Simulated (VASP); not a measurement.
Crystal: Ag.

```
CELL_PARAMETERS angstrom
0.00000 2.08281 2.08281
2.08281 0.00000 2.08281
2.08281 2.08281 0.00000
ATOMIC_POSITIONS crystal
Ag 0.00000 0.00000 0.00000
```

Base run:

```yaml
Program: VASP 6.6.1
Functional: r2SCAN
Potentials_or_basis: VASP PAW PBE potentials, release 64 (Ag)
Cutoff: 520 eV
k_mesh: 11 × 11 × 11
Occupations: fermi-dirac, width 0.05 eV
Spin: no spin polarisation
```

Its results: pressure -4.0 GPa.

**Question.** After a change of settings the same cell gave: pressure 15.4 GPa. Which change was it?
A. functional from r2SCAN to revPBE; further incar settings from ALGO = Normal; EDIFF = 1e-07; NBANDS = 12 to ALGO = Normal; EDIFF = 1e-06; NBANDS = 12
B. further incar settings from ALGO = Normal; EDIFF = 1e-07; NBANDS = 12 to ALGO = Normal; EDIFF = 1e-06; NBANDS = 12; dispersion from none to D4
C. functional from r2SCAN to HF; k mesh from 11 × 11 × 11 to 6 × 6 × 6
D. functional from r2SCAN to PBE exchange alone; further incar settings from ALGO = Normal; EDIFF = 1e-07; NBANDS = 12 to ALGO = Fast; EDIFF = 1e-06; NBANDS = 12

**Answer.** D.

Caveats: the PAW data sets were made with another functional, which shifts forces and pressure a little (some runs).
